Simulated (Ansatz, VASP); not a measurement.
**CuOs in VASP and in Ansatz**

```xyz
16
Lattice="-3.7253 3.8166 -3.7519 3.7258 3.8176 3.7524 3.7329 -3.8171 -3.7600" Properties=species:S:1:pos:R:3 pbc="T T T"
Cu    3.7478    3.8646    0.0160
Cu    1.8681    1.8193   -3.7586
Cu    1.8478    0.0056   -1.9226
Cu    1.8665    5.6743   -0.0035
Cu   -0.0016    1.9236   -1.9099
Cu    3.7349    1.9257    1.9048
Cu   -1.8396    3.8206   -1.8352
Cu    3.7164    0.0488   -3.7818
Os    1.8692   -1.9482   -3.7586
Os    3.6968   -1.8254   -1.8898
Os    3.7709    1.9918   -1.8775
Os    0.0407    3.8481   -3.7776
Os    1.8855    3.7584   -1.9243
Os    3.6988    3.8467   -3.7391
Os    1.8658    1.8639   -0.0027
Os    5.5795   -0.0578   -1.8406
```

Alike in both runs: functional PBE; k mesh 3 × 3 × 3; occupations gaussian, width 0.1 eV; no spin polarisation.

Ansatz relaxed the structure, and its values are those at the end. VASP's run is a single point on that final structure, the one shown.

|  | VASP | Ansatz |
| --- | --- | --- |
| version | VASP 6.6.1 | Ansatz 0.2.0 |
| potentials or method | VASP PAW PBE potentials, release 64 (Cu, Os), cutoff 520 eV | scalar-relativistic, plane waves, PAW |
| valence electrons in the cell | 152 | 280 |

```csv
,VASP,Ansatz,Ansatz less VASP
gap on the k mesh at the Fermi level (eV),none,none,-
pressure (GPa),0.1,-0.1,-0.24
rms of the force components (eV/Å),0.018,0.011,-0.0072
```

A gap of «none» marks a metal or a gap that the smearing closes. The functional is the same, so the differences come from potentials, cutoffs and numerics. VASP's potentials hold 152 valence electrons a cell and Ansatz's 280, so a difference there can come from the potentials and not from the codes.

The k mesh is coarse, so the values compare programs but aren't converged. Neither program's run includes spin-orbit coupling.
